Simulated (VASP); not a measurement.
# In (I4/mmm) in VASP: single point with PBE

Aim: the single point of In with PBE.

Program: VASP 6.6.1. These are calculated values, not measurements. Logs are shortened: lines on timing, memory, paths and dates and some standing lists are left out, and cuts for length are marked.

**1. The cell of the first run**

The typed cell holds 1 atom: a = 3.387 Å, b = 3.387 Å, c = 3.387 Å, α = 119.99°, β = 119.99°, γ = 90.01°.

**2. Single point, PBE**

INCAR

```
ALGO = Fast
EDIFF = 1E-7
ENCUT = 520
GGA = PE
ISIF = 2
ISMEAR = 0
LASPH = T
LCHARG = F
LREAL = F
LWAVE = F
NBANDS = 12
NELM = 60
PREC = Accurate
SIGMA = 0.1
```

KPOINTS

```
k-points
0
Gamma
  18 18 18
```

POSCAR

```
In
1.0
   -1.6937462128      1.6937462128      2.3948512122
    1.6937462128     -1.6937462128      2.3948512122
    1.6937462128      1.6937462128     -2.3948512122
In
1
Direct
    0.0000000000      0.0000000000      0.0000000000
```

Potentials or basis: VASP PAW PBE potentials, release 64 (In_d).

The run is started by

```sh
cat potpaw_PBE.64/In_d/POTCAR > POTCAR
mpirun -np 1 vasp_std > vasp.out
```

OUTCAR:

```text
EDIFF = 1E-7
   ENCUT = 520
   GGA = PE
   ISIF = 2
   ISMEAR = 0
   LASPH = T
   LREAL = F
   NELM = 60
   PREC = Accurate

 ion  position               nearest neighbor table
   1  0.000  0.000  0.000-

  LATTYP: Found a body centered tetragonal cell.
 ALAT       =     3.3874924256
 C/A-ratio  =     1.4139374566

  Lattice vectors:

 A1 = (  -1.6937462128,   1.6937462128,   2.3948512122)
 A2 = (   1.6937462128,  -1.6937462128,   2.3948512122)
 A3 = (   1.6937462128,   1.6937462128,  -2.3948512122)

Analysis of symmetry for initial positions (statically):
=====================================================================
 Subroutine PRICEL returns:
 Original cell was already a primitive cell.

 Routine SETGRP: Setting up the symmetry group for a
 body centered tetragonal supercell.

 Subroutine GETGRP returns: Found 16 space group operations
 (whereof 16 operations were pure point group operations)
 out of a pool of 16 trial point group operations.

The static configuration has the point symmetry D_4h.

Analysis of symmetry for dynamics (positions and initial velocities):
=====================================================================
 Subroutine PRICEL returns:
 Original cell was already a primitive cell.

 Routine SETGRP: Setting up the symmetry group for a
 body centered tetragonal supercell.

 Subroutine GETGRP returns: Found 16 space group operations
 (whereof 16 operations were pure point group operations)
 out of a pool of 16 trial point group operations.

The dynamic configuration has the point symmetry D_4h.

 Subroutine INISYM returns: Found 16 space group operations
 (whereof 16 operations are pure point group operations),
 and found     1 'primitive' translations

----------------------------------------------------------------------------------------

                                     Primitive cell

  volume of cell :      27.4812

  direct lattice vectors                    reciprocal lattice vectors
    -1.693746213  1.693746213  2.394851212     0.000000000  0.295203612  0.208781238
     1.693746213 -1.693746213  2.394851212     0.295203612  0.000000000  0.208781238
     1.693746213  1.693746213 -2.394851212     0.295203612  0.295203612  0.000000000

  length of vectors
     3.387161761  3.387161761  3.387161761     0.361572645  0.361572645  0.417480952

  position of ions in fractional coordinates (direct lattice)
     0.000000000  0.000000000  0.000000000

  ion indices of the primitive-cell ions
   primitive index   ion index
                 1           1

----------------------------------------------------------------------------------------

 KPOINTS: k-points

Automatic generation of k-mesh.
 Grid dimensions read from file:
 generate k-points for:   18   18   18

 Generating k-lattice:

  Cartesian coordinates                     Fractional coordinates (reciprocal lattice)
     0.000000000  0.016400201  0.011598958     0.055555556  0.000000000  0.000000000
     0.016400201  0.000000000  0.011598958     0.000000000  0.055555556  0.000000000
     0.016400201  0.016400201  0.000000000     0.000000000  0.000000000  0.055555556

  Length of vectors
     0.020087369  0.020087369  0.023193386

  Shift w.r.t. Gamma in fractional coordinates (k-lattice)
     0.000000000  0.000000000  0.000000000

 Subroutine IBZKPT returns following result:
 ===========================================

 Found    480 irreducible k-points:

 Following reciprocal coordinates:
            Coordinates               Weight
  0.000000  0.000000  0.000000      1.000000
  0.055556  0.000000 -0.000000      8.000000
  0.111111  0.000000 -0.000000      8.000000
  0.166667  0.000000  0.000000      8.000000
  0.222222  0.000000  0.000000      8.000000
  0.277778  0.000000 -0.000000      8.000000
[... 16 lines left out ...]
 -0.277778  0.055556 -0.000000     16.000000
 -0.222222  0.055556  0.000000     16.000000
 [... further k-points ...]
   k-points           NKPTS =    480   k-points in BZ     NKDIM =    480   number of bands    NBANDS=     12
   number of dos      NEDOS =    301   number of ions     NIONS =      1
   total plane-waves  NPLWV =  21952
   dimension x,y,z NGX =    28 NGY =   28 NGZ =   28
   dimension x,y,z NGXF=    56 NGYF=   56 NGZF=   56
   ions per type =               1
   NGX,Y,Z   is equivalent  to a cutoff of  13.74, 13.74, 13.74 a.u.
   NGXF,Y,Z  is equivalent  to a cutoff of  27.49, 27.49, 27.49 a.u.
 SYSTEM =  unknown system
   PREC   = accura    normal or accurate (medium, high low for compatibility)
   ISTART =      0    job   : 0-new  1-cont  2-samecut
   ICHARG =      2    charge: 1-file 2-atom 10-const
   ISPIN  =      1    spin polarized calculation?
   LNONCOLLINEAR =      F non collinear calculations
   LSORBIT =      F    spin-orbit coupling
   LASPH  =      T    aspherical Exc in radial PAW
   ENCUT  =  520.0 eV  38.22 Ry    6.18 a.u.   6.30  6.30  6.30*2*pi/ulx,y,z
   NELM   =     60;   NELMIN=  2; NELMDL= -5     # of ELM steps
   EDIFF  = 0.1E-06   stopping-criterion for ELM
   LREAL  =      F    real-space projection
   EDIFFG = 0.1E-05   stopping-criterion for IOM
   NSW    =      0    number of steps for IOM
   IBRION =     -1    ionic relax: 0-MD 1-quasi-New 2-CG
   NFREE  =      0    steps in history (QN), initial steepest desc. (CG)
   ISIF   =      2    stress and relaxation
   ISYM   =      2    0-nonsym 1-usesym 2-fastsym
   POTIM  = 0.5000    time-step for ionic-motion
   TEBEG  =    0.0;   TEEND  =   0.0 temperature during run
   PSTRESS=    0.0 pullay stress
   NELECT =      13.0000    total number of electrons
   NUPDOWN=      -1.0000    fix difference up-down
   EMIN   =  10.00;   EMAX   =-10.00  energy-range for DOS
   EFERMI =   0.00;   METHOD = LEGACY
   ISMEAR =     0;   SIGMA  =   0.10  broadening in eV -4-tet -1-fermi 0-gaus
   EFERMI_NEDOS =   21; number of points for ismear=-14 and -15
   IALGO  =     68    algorithm
   IMIX   =      4    mixing-type and parameters
     AMIX     =   0.40;   BMIX     =  1.00
     AMIX_MAG =   1.60;   BMIX_MAG =  1.00
  volume/ion in A,a.u.               =      27.48       185.45
  Fermi-wavevector in a.u.,A,eV,Ry     =   1.275589  2.410514 22.138423  1.627128
  Thomas-Fermi vector in A             =   2.408293
   LORBIT       =      0    0 simple, 1 ext, 2 COOP (PROOUT), +10 PAW based schemes
   GGA     = PE    functional components
   LHFCALC =     F    Hartree Fock is set to
   AEXX    =    0.0000 exact exchange contribution
   IVDW    =     0    specifies the selected vdW correction
   LEPSILON=     F    determine dielectric tensor
   LRPA    =     F    only Hartree local field effects (RPA)
 non-spin polarized calculation
 RMM-DIIS sequential band-by-band and
 Gauss-broadening in eV      SIGMA  =   0.10
  energy-cutoff  :      520.00
  volume of cell :       27.48
 maximum number of plane-waves:       754
 NGX is ok and might be reduce to    28
   NGX = 13   NGY = 13   NGZ = 13

 number of electron      12.9999997 magnetization

 Free energy of the ion-electron system (eV)
  ---------------------------------------------------
  ext. energy  EPLUGINS =         0.00000000
  ---------------------------------------------------
  free energy    TOTEN  =        -2.56238066 eV

  energy without entropy =       -2.56003699  energy(sigma->0) =       -2.56120882

 E-fermi :   6.9751     XC(G=0): -10.0219

 val. band max:        6.9742444873   @ k =   0.3889   0.2222   0.1667
 cond. band min:       6.9754077555   @ k =  -0.3889   0.4444   0.1667
 fundamental gap:      0.0011632682
 Fermi energy:         6.9751406121

 k-point     1 :       0.0000    0.0000    0.0000
  band No.  band energies     occupation
      1      -7.6105      2.00000
      2      -7.6105      2.00000
      3      -7.6103      2.00000
      4      -7.4612      2.00000
      5      -7.4610      2.00000
      6      -2.2342      2.00000
      7      17.1098      0.00000
      8      17.1103      0.00000
      9      17.1103      0.00000
     10      18.3899      0.00000
     11      20.5620      0.00000
     12      20.5622      0.00000

 k-point     2 :       0.0556    0.0000   -0.0000
  band No.  band energies     occupation
      1      -7.6110      2.00000
      2      -7.6057      2.00000
      3      -7.6056      2.00000
      4      -7.4618      2.00000
      5      -7.4616      2.00000
      6      -2.1693      2.00000
      7      16.2436      0.00000
      8      16.9894      0.00000
      9      16.9895      0.00000
     10      18.2061      0.00000
     11      20.7669      0.00000
     12      20.7673      0.00000

 k-point     3 :       0.1111    0.0000   -0.0000
  band No.  band energies     occupation
      1      -7.6132      2.00000
      2      -7.5934      2.00000
      3      -7.5932      2.00000
      4      -7.4621      2.00000
      5      -7.4618      2.00000
      6      -1.9738      2.00000
      7      14.5189      0.00000
      8      16.6948      0.00000
      9      16.6952      0.00000
     10      18.0925      0.00000
     11      21.3045      0.00000
     12      21.3074      0.00000
[... 286 lines left out ...]
 k-point    23 :      -0.2778    0.0556   -0.0000
  band No.  band energies     occupation
      1      -7.6331      2.00000
      2      -7.5729      2.00000
      3      -7.5650      2.00000
      4      -7.4438      2.00000
      5      -7.4037      2.00000
      6      -0.7403      2.00000
      7       9.7430      0.00000
      8      14.9692      0.00000
      9      15.8011      0.00000
     10      17.9529      0.00000
     11      19.7803      0.00000
     12      21.3900      0.00000

 k-point    24 :      -0.2222    0.0556    0.0000
  band No.  band energies     occupation
      1      -7.6273      2.00000
      2      -7.5699      2.00000
      3      -7.5648      2.00000
      4      -7.4672      2.00000
      5      -7.4299      2.00000
      6      -1.2939      2.00000
      7      11.4996      0.00000
      8      15.2691      0.00000
      9      16.1488      0.00000
     10      18.2458      0.00000
     11      19.9753      0.00000
     12      21.4557      0.00000

 [... further k-points ...]
[... 5 lines left out ...]
  --------------------------------------------------------------------------------------
  -------------------------------------------------------------------------------------
  Total       -0.0060368     -0.0060368     -0.0055769      0.0000000      0.0000000      0.0000000
  in kB       -0.3519526     -0.3519526     -0.3251380      0.0000000      0.0000000      0.0000000
  external PRESSURE =      -0.3430144 kB  Pullay stress =       0.0000000 kB

 VOLUME and BASIS-vectors are now :
 -----------------------------------------------------------------------------
  energy-cutoff  :      520.00
  volume of cell :       27.48
      direct lattice vectors                 reciprocal lattice vectors
    -1.693746213  1.693746213  2.394851212     0.000000000  0.295203612  0.208781238
     1.693746213 -1.693746213  2.394851212     0.295203612  0.000000000  0.208781238
     1.693746213  1.693746213 -2.394851212     0.295203612  0.295203612  0.000000000

 POSITION                                       TOTAL-FORCE (eV/Angst)
 -----------------------------------------------------------------------------------
      0.00000      0.00000      0.00000        -0.000000     -0.000000     -0.000000
 -----------------------------------------------------------------------------------
    total drift:                                0.000000     -0.000000     -0.000000

  FREE ENERGIE OF THE ION-ELECTRON SYSTEM (eV)
  ---------------------------------------------------
  free  energy   TOTEN  =        -2.5623806563 eV

  energy  without entropy=       -2.5600369917  energy(sigma->0) =       -2.56120882
```

Wall time 2.8 min (1 thread of Intel Xeon Platinum 8375C at 2.90GHz (Ice Lake), shared host); peak memory 0.27 GiB.

Results:

* Free energy: -2.5624 eV
* Pressure: 0.0 GPa

Caveat: spin-orbit coupling is left out, which moves the levels of the heavy elements.
